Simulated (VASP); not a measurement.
# Cd (P6/mmm) in VASP: a series of runs

Cd is run at these levels: RPBE; tasks: single point.

All numbers are computed with VASP 6.6.1; they aren't measurements. Logs are shortened: lines on timing, memory, paths and dates and some standing lists are left out, and cuts for length are marked.

### 1 The cell of the first run

It takes space group P6/mmm (No. 191, hexagonal). Conventional cell: a = 5.259 Å, b = 5.259 Å, c = 3.174 Å, α = 90.00°, β = 90.00°, γ = 120.00°. Cd (site symmetry 6/mmm) has 14 Cd at 3.17 to 3.43 Å within 4.2 Å. Within 4.0 Å of Cd (site symmetry -6m2) lie 11 Cd at 3.04 to 3.43 Å.

This isn't the form of Cd at room conditions, which is hcp.

### 2 Single point, RPBE

Contents of INCAR:

```
ALGO     = Normal         # electronic algorithm
EDIFF    = 1E-6           # SCF threshold, eV
ENCUT    = 520            # plane-wave cutoff, eV
GGA      = RP             # functional
ISIF     = 2              # what is computed and relaxed
ISMEAR   = -1             # smearing method
LASPH    = T              # aspherical terms in the spheres
LCHARG   = F              # write CHGCAR
LREAL    = F              # projectors in reciprocal space
LWAVE    = F              # write WAVECAR
NBANDS   = 25             # bands
NELM     = 80             # most SCF steps
PREC     = Accurate       # precision mode
SIGMA    = 0.1            # smearing width, eV
```

Contents of KPOINTS:

```
k-points
0
Gamma
  7 7 10
```

Contents of POSCAR:

```
Cd
1.0
    5.2586488578      0.0000000000      0.0000000000
   -2.6293244289      4.5541235004      0.0000000000
    0.0000000000      0.0000000000      3.1742956463
Cd
3
Direct
    0.0000000000      1.0000000000      0.0000000000
    0.3333333333      0.6666666667      0.5000000000
    0.6666666667      0.3333333333      0.5000000000
```

Potentials or basis: VASP PAW PBE potentials, release 64 (Cd).

Started as:

```sh
cat potpaw_PBE.64/Cd/POTCAR > POTCAR
mpirun -np 1 vasp_std > vasp.out
```

OUTCAR:

```text
EDIFF = 1E-6
   ENCUT = 520
   GGA = RP
   ISIF = 2
   ISMEAR = -1
   LASPH = T
   LREAL = F
   NELM = 80
   PREC = Accurate

 ion  position               nearest neighbor table
   1  0.000  0.000  0.000-   2 3.43   3 3.43   2 3.43   3 3.43   2 3.43   2 3.43   3 3.43   3 3.43
                             3 3.43   3 3.43   2 3.43   2 3.43
   2  0.333  0.667  0.500-   3 3.04   3 3.04   3 3.04   1 3.43   1 3.43   1 3.43   1 3.43   1 3.43
                             1 3.43
   3  0.667  0.333  0.500-   2 3.04   2 3.04   2 3.04   1 3.43   1 3.43   1 3.43   1 3.43   1 3.43
                             1 3.43

  LATTYP: Found a hexagonal cell.
 ALAT       =     5.2586488578
 C/A-ratio  =     0.6036333157

  Lattice vectors:

 A1 = (   5.2586488578,   0.0000000000,   0.0000000000)
 A2 = (  -2.6293244289,   4.5541235004,   0.0000000000)
 A3 = (   0.0000000000,   0.0000000000,   3.1742956463)

Analysis of symmetry for initial positions (statically):
=====================================================================
 Subroutine PRICEL returns:
 Original cell was already a primitive cell.

 Routine SETGRP: Setting up the symmetry group for a
 hexagonal supercell.

 Subroutine GETGRP returns: Found 24 space group operations
 (whereof 24 operations were pure point group operations)
 out of a pool of 24 trial point group operations.

The static configuration has the point symmetry D_6h.

Analysis of symmetry for dynamics (positions and initial velocities):
=====================================================================
 Subroutine PRICEL returns:
 Original cell was already a primitive cell.

 Routine SETGRP: Setting up the symmetry group for a
 hexagonal supercell.

 Subroutine GETGRP returns: Found 24 space group operations
 (whereof 24 operations were pure point group operations)
 out of a pool of 24 trial point group operations.

The dynamic configuration has the point symmetry D_6h.

 Subroutine INISYM returns: Found 24 space group operations
 (whereof 24 operations are pure point group operations),
 and found     1 'primitive' translations

----------------------------------------------------------------------------------------

                                     Primitive cell

  volume of cell :      76.0197

  direct lattice vectors                    reciprocal lattice vectors
     5.258648858  0.000000000  0.000000000     0.190162916  0.109790611  0.000000000
    -2.629324429  4.554123500  0.000000000     0.000000000  0.219581221  0.000000000
     0.000000000  0.000000000  3.174295646     0.000000000  0.000000000  0.315030517

  length of vectors
     5.258648858  5.258648858  3.174295646     0.219581221  0.219581221  0.315030517

  position of ions in fractional coordinates (direct lattice)
     0.000000000  0.000000000  0.000000000
     0.333333333  0.666666667  0.500000000
     0.666666667  0.333333333  0.500000000

  ion indices of the primitive-cell ions
   primitive index   ion index
                 1           1
                 2           2
                 3           3

----------------------------------------------------------------------------------------

 KPOINTS: k-points

Automatic generation of k-mesh.
 Grid dimensions read from file:
 generate k-points for:    7    7   10

 Generating k-lattice:

  Cartesian coordinates                     Fractional coordinates (reciprocal lattice)
     0.027166131  0.015684373  0.000000000     0.142857143  0.000000000  0.000000000
     0.000000000  0.031368746  0.000000000     0.000000000  0.142857143  0.000000000
     0.000000000  0.000000000  0.031503052     0.000000000  0.000000000  0.100000000

  Length of vectors
     0.031368746  0.031368746  0.031503052

  Shift w.r.t. Gamma in fractional coordinates (k-lattice)
     0.000000000  0.000000000  0.000000000

 Subroutine IBZKPT returns following result:
 ===========================================

 Found     48 irreducible k-points:

 Following reciprocal coordinates:
            Coordinates               Weight
  0.000000  0.000000  0.000000      1.000000
  0.142857 -0.000000  0.000000      6.000000
  0.285714 -0.000000  0.000000      6.000000
  0.428571  0.000000  0.000000      6.000000
  0.142857  0.142857  0.000000      6.000000
  0.285714  0.142857  0.000000     12.000000
[... 16 lines left out ...]
  0.428571  0.142857  0.200000     12.000000
  0.285714  0.285714  0.200000     12.000000
 [... further k-points ...]
   k-points           NKPTS =     48   k-points in BZ     NKDIM =     48   number of bands    NBANDS=     25
   number of dos      NEDOS =    301   number of ions     NIONS =      3
   total plane-waves  NPLWV =  38400
   dimension x,y,z NGX =    40 NGY =   40 NGZ =   24
   dimension x,y,z NGXF=    80 NGYF=   80 NGZF=   48
   ions per type =               3
   NGX,Y,Z   is equivalent  to a cutoff of  12.65, 12.65, 12.57 a.u.
   NGXF,Y,Z  is equivalent  to a cutoff of  25.29, 25.29, 25.14 a.u.
 SYSTEM =  unknown system
   PREC   = accura    normal or accurate (medium, high low for compatibility)
   ISTART =      0    job   : 0-new  1-cont  2-samecut
   ICHARG =      2    charge: 1-file 2-atom 10-const
   ISPIN  =      1    spin polarized calculation?
   LNONCOLLINEAR =      F non collinear calculations
   LSORBIT =      F    spin-orbit coupling
   LASPH  =      T    aspherical Exc in radial PAW
   ENCUT  =  520.0 eV  38.22 Ry    6.18 a.u.   9.78  9.78  5.90*2*pi/ulx,y,z
   NELM   =     80;   NELMIN=  2; NELMDL= -5     # of ELM steps
   EDIFF  = 0.1E-05   stopping-criterion for ELM
   LREAL  =      F    real-space projection
   EDIFFG = 0.1E-04   stopping-criterion for IOM
   NSW    =      0    number of steps for IOM
   IBRION =     -1    ionic relax: 0-MD 1-quasi-New 2-CG
   NFREE  =      0    steps in history (QN), initial steepest desc. (CG)
   ISIF   =      2    stress and relaxation
   ISYM   =      2    0-nonsym 1-usesym 2-fastsym
   POTIM  = 0.5000    time-step for ionic-motion
   TEBEG  =    0.0;   TEEND  =   0.0 temperature during run
   PSTRESS=    0.0 pullay stress
   NELECT =      36.0000    total number of electrons
   NUPDOWN=      -1.0000    fix difference up-down
   EMIN   =  10.00;   EMAX   =-10.00  energy-range for DOS
   EFERMI =   0.00;   METHOD = LEGACY
   ISMEAR =    -1;   SIGMA  =   0.10  broadening in eV -4-tet -1-fermi 0-gaus
   EFERMI_NEDOS =   21; number of points for ismear=-14 and -15
   IALGO  =     38    algorithm
   IMIX   =      4    mixing-type and parameters
     AMIX     =   0.40;   BMIX     =  1.00
     AMIX_MAG =   1.60;   BMIX_MAG =  1.00
  volume/ion in A,a.u.               =      25.34       171.00
  Fermi-wavevector in a.u.,A,eV,Ry     =   1.276048  2.411380 22.154333  1.628298
  Thomas-Fermi vector in A             =   2.408726
   LORBIT       =      0    0 simple, 1 ext, 2 COOP (PROOUT), +10 PAW based schemes
   GGA     = RP    functional components
   LHFCALC =     F    Hartree Fock is set to
   AEXX    =    0.0000 exact exchange contribution
   IVDW    =     0    specifies the selected vdW correction
   LEPSILON=     F    determine dielectric tensor
   LRPA    =     F    only Hartree local field effects (RPA)
 non-spin polarized calculation
  energy-cutoff  :      520.00
  volume of cell :       76.02
 maximum number of plane-waves:      2070
 NGX is ok and might be reduce to    40
   NGX = 19   NGY = 19   NGZ = 11

 number of electron      36.0000013 magnetization

 Free energy of the ion-electron system (eV)
  ---------------------------------------------------
  ext. energy  EPLUGINS =         0.00000000
  ---------------------------------------------------
  free energy    TOTEN  =        -0.95929552 eV

  energy without entropy =       -0.92083156  energy(sigma->0) =       -0.94006354

 E-fermi :   1.9893     XC(G=0): -10.0780

 val. band max:        1.9832127299   @ k =   0.4286   0.0000   0.3000
 cond. band min:       1.9896645945   @ k =   0.1429  -0.0000   0.1000
 fundamental gap:      0.0064518646
 Fermi energy:         1.9893324932

 k-point     1 :       0.0000    0.0000    0.0000
  band No.  band energies     occupation
      1      -7.3409      2.00000
      2      -6.9400      2.00000
      3      -6.9183      2.00000
      4      -6.8346      2.00000
      5      -6.8346      2.00000
      6      -6.6850      2.00000
[... 17 lines left out ...]
     24      13.1239      0.00000
     25      16.3614      0.00000

 k-point     2 :       0.1429   -0.0000    0.0000
  band No.  band energies     occupation
      1      -7.3173      2.00000
      2      -6.9832      2.00000
      3      -6.9530      2.00000
      4      -6.9166      2.00000
      5      -6.8923      2.00000
      6      -6.7327      2.00000
[... 17 lines left out ...]
     24      13.1939      0.00000
     25      14.6482      0.00000

 k-point     3 :       0.2857   -0.0000    0.0000
  band No.  band energies     occupation
      1      -7.2556      2.00000
      2      -7.1259      2.00000
      3      -7.0065      2.00000
      4      -7.0044      2.00000
      5      -6.9335      2.00000
      6      -6.7643      2.00000
[... 17 lines left out ...]
     24      11.9829      0.00000
     25      12.4483      0.00000

 k-point     4 :       0.4286    0.0000    0.0000
  band No.  band energies     occupation
      1      -7.2270      2.00000
      2      -7.1759      2.00000
      3      -7.0724      2.00000
      4      -7.0458      2.00000
      5      -6.9541      2.00000
      6      -6.7888      2.00000
[... 17 lines left out ...]
     24      10.2675      0.00000
     25      11.2977      0.00000
[... 477 lines left out ...]
 k-point    22 :       0.2857    0.1429    0.2000
  band No.  band energies     occupation
      1      -7.1560      2.00000
      2      -7.0454      2.00000
      3      -7.0175      2.00000
      4      -6.9007      2.00000
      5      -6.8297      2.00000
      6      -6.7614      2.00000
[... 17 lines left out ...]
     24       9.8676      0.00000
     25      10.2130      0.00000

 k-point    23 :       0.4286    0.1429    0.2000
  band No.  band energies     occupation
      1      -7.1722      2.00000
      2      -7.0520      2.00000
      3      -7.0087      2.00000
      4      -6.9031      2.00000
      5      -6.8292      2.00000
      6      -6.7898      2.00000
[... 17 lines left out ...]
     24       9.4778      0.00000
     25      10.9612      0.00000

 k-point    24 :       0.2857    0.2857    0.2000
  band No.  band energies     occupation
      1      -7.1809      2.00000
      2      -7.0289      2.00000
      3      -7.0156      2.00000
      4      -6.9129      2.00000
      5      -6.8189      2.00000
      6      -6.7966      2.00000
[... 17 lines left out ...]
     24       8.5459      0.00000
     25      11.5532      0.00000

 [... further k-points ...]

------------------------ aborting loop because EDIFF is reached ----------------------------------------

  FORCE on cell =-STRESS in cart. coord.  units (eV):
  Direction    XX          YY          ZZ          XY          YZ          ZX
  --------------------------------------------------------------------------------------
  -------------------------------------------------------------------------------------
  Total        0.0703042      0.0703042      0.0677182      0.0000000      0.0000000      0.0000000
  in kB        1.4817181      1.4817181      1.4272149      0.0000000      0.0000000      0.0000000
  external PRESSURE =       1.4635504 kB  Pullay stress =       0.0000000 kB

 VOLUME and BASIS-vectors are now :
 -----------------------------------------------------------------------------
  energy-cutoff  :      520.00
  volume of cell :       76.02
      direct lattice vectors                 reciprocal lattice vectors
     5.258648858  0.000000000  0.000000000     0.190162916  0.109790611  0.000000000
    -2.629324429  4.554123500  0.000000000     0.000000000  0.219581221  0.000000000
     0.000000000  0.000000000  3.174295646     0.000000000  0.000000000  0.315030517

 POSITION                                       TOTAL-FORCE (eV/Angst)
 -----------------------------------------------------------------------------------
      0.00000      0.00000      0.00000        -0.000000      0.000000      0.000000
     -0.00000      3.03608      1.58715         0.000000      0.000000      0.000000
      2.62932      1.51804      1.58715        -0.000000      0.000000      0.000000
 -----------------------------------------------------------------------------------
    total drift:                                0.000000     -0.000000      0.000000

  FREE ENERGIE OF THE ION-ELECTRON SYSTEM (eV)
  ---------------------------------------------------
  free  energy   TOTEN  =        -0.9592955198 eV

  energy  without entropy=       -0.9208315579  energy(sigma->0) =       -0.94006354
```

Wall time 47 s (1 thread of Intel Xeon Platinum 8375C at 2.90GHz (Ice Lake), shared host); peak memory 0.22 GiB.

What came out:

| Item | Value |
| --- | --- |
| Free energy | -0.9593 eV |
| Pressure | 0.1 GPa |
| Band gap on the k mesh | zero (bands 18 and 19 overlap by 4.55 eV) |

Caveat: the PAW data sets were made with another functional, which shifts forces and pressure a little.

### 3 Single point, RPBE (22.30 Å³/atom)

This run uses another cell than the first one, of 22.30 Å³/atom.

Contents of INCAR:

```
ALGO = Normal ; EDIFF = 1E-6
ENCUT = 520 ; GGA = RP
ISIF = 2 ; ISMEAR = -1
LASPH = T ; LCHARG = F
LREAL = F ; LWAVE = F
NBANDS = 25 ; NELM = 60
PREC = Accurate ; SIGMA = 0.1
```

Contents of KPOINTS:

```
k-points
0
Gamma
  8 8 11
```

Contents of POSCAR:

```
Cd
1.0
    5.0392789117      0.0000000000      0.0000000000
   -2.5196394558      4.3641435543      0.0000000000
    0.0000000000      0.0000000000      3.0418766384
Cd
3
Direct
    0.0000000000      1.0000000000      0.0000000000
    0.3333333333      0.6666666667      0.5000000000
    0.6666666667      0.3333333333      0.5000000000
```

Potentials or basis: VASP PAW PBE potentials, release 64 (Cd).

Started as:

```sh
cat potpaw_PBE.64/Cd/POTCAR > POTCAR
mpirun -np 1 vasp_std > vasp.out
```

It took 60 s on 1 thread of Intel Xeon Platinum 8375C at 2.90GHz (Ice Lake), shared host; peak memory 0.22 GiB.

The run converged. Its results:

```
Free energy            : -0.8168 eV
Pressure               : 5.3 GPa
Band gap on the k mesh : zero (bands 18 and 19 overlap by 4.29 eV)
```

Stress tensor (GPa, compression positive):
```
5.31 0.00 0.00
0.00 5.31 0.00
0.00 0.00 5.22
```

Levels at points of the mesh, in eV from the Fermi level:
| k point | band 15 | band 16 | band 17 | band 18 | band 19 | band 20 | band 21 | band 22 |
| --- | --- | --- | --- | --- | --- | --- | --- | --- |
| (0.00, 0.00, 0.00) | -8.40 | -8.40 | 0.34 | 0.57 | 0.84 | 0.84 | 0.87 | 0.87 |
| (0.50, 0.00, 0.00) | -8.35 | -6.28 | -6.22 | -2.11 | -1.01 | 6.86 | 6.88 | 7.53 |

Caveat: the cell stands under pressure; the PAW data sets were made with another functional, which shifts forces and pressure a little.

### 4 Single point, RPBE (23.31 Å³/atom)

This run uses another cell than the first one, of 23.31 Å³/atom.

Contents of INCAR:

```
SYSTEM = Cd
PREC = Accurate
ENCUT = 520
EDIFF = 1E-6
ISMEAR = -1
SIGMA = 0.1
LREAL = .FALSE.
LASPH = .TRUE.
NELM = 60
ALGO = Normal
ISIF = 2
LWAVE = .FALSE.
LCHARG = .FALSE.
GGA = RP
NBANDS = 25
```

Contents of KPOINTS:

```
Automatic mesh
0
G
  8 8 11
  0 0 0
```

Contents of POSCAR:

```
Cd
1.0
    5.1145031201      0.0000000000      0.0000000000
   -2.5572515600      4.4292896297      0.0000000000
    0.0000000000      0.0000000000      3.0872844767
Cd
3
Direct
    0.0000000000      1.0000000000      0.0000000000
    0.3333333333      0.6666666667      0.5000000000
    0.6666666667      0.3333333333      0.5000000000
```

Started as:

```sh
cat potpaw_PBE.64/Cd/POTCAR > POTCAR
mpirun -np 1 vasp_std > vasp.out
```

It took 58 s on 1 thread of Intel Xeon Platinum 8375C at 2.90GHz (Ice Lake), shared host; peak memory 0.22 GiB.

It converged, with:

```
Free energy            : -0.8951 eV
Pressure               : 3.1 GPa
Band gap on the k mesh : zero (bands 18 and 19 overlap by 4.28 eV)
```

Levels at points of the mesh, in eV from the Fermi level:
```csv
k point,band 16,band 17,band 18,band 19,band 20,band 21
"(0.00, 0.00, 0.00)",-8.34,0.25,0.46,0.88,0.88,0.92
"(0.50, 0.00, 0.00)",-6.04,-5.99,-1.93,-1.06,6.63,6.65
```

Caveat: the cell stands under pressure; the PAW data sets were made with another functional, which shifts forces and pressure a little.

(Part 1 of 2 ends here.)

The gap in the log of VASP goes by the Fermi energy; the results here count the filled bands.